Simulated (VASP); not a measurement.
Here is a VASP 6.6.1 calculation.

The input INCAR:

```
SYSTEM = Pt
ALGO = Normal ; EDIFF = 1E-6
ENCUT = 520 ; GGA = PE
ISIF = 2 ; ISMEAR = -1
LASPH = .True. ; LCHARG = .False.
LREAL = .False. ; LWAVE = .False.
NBANDS = 17 ; NELM = 60
PREC = Accurate ; SIGMA = 0.15
```

Contents of KPOINTS:

```
k-points
0
Gamma
  18 18 10
  0 0 0
```

Contents of POSCAR:

```
Pt
1.0
    2.7576174089      0.0000000000      0.0000000000
   -1.3788087045      2.3881667300      0.0000000000
    0.0000000000      0.0000000000      4.7006384806
Pt
2
Direct
    0.6666666667      0.3333333333      0.7500000000
    0.3333333333      0.6666666667      0.2500000000
```

Potentials or basis: VASP PAW PBE potentials, release 64 (Pt).

Launch:

```bash
$ cat potpaw_PBE.64/Pt/POTCAR > POTCAR
$ mpirun -np 1 vasp_std > vasp.out
```

**Question.** Predict the pressure.

**Answer.** 4.6 GPa.

**Question.** Estimate the band gap on the k mesh.

**Answer.** Zero (bands 10 and 11 overlap by 1.31 eV).

Stress tensor (GPa, compression positive):
```
4.62 0.00 0.00
0.00 4.62 0.00
0.00 0.00 4.52
```

Caveat: the cell stands under pressure; spin-orbit coupling is left out, which moves the levels of the heavy elements.
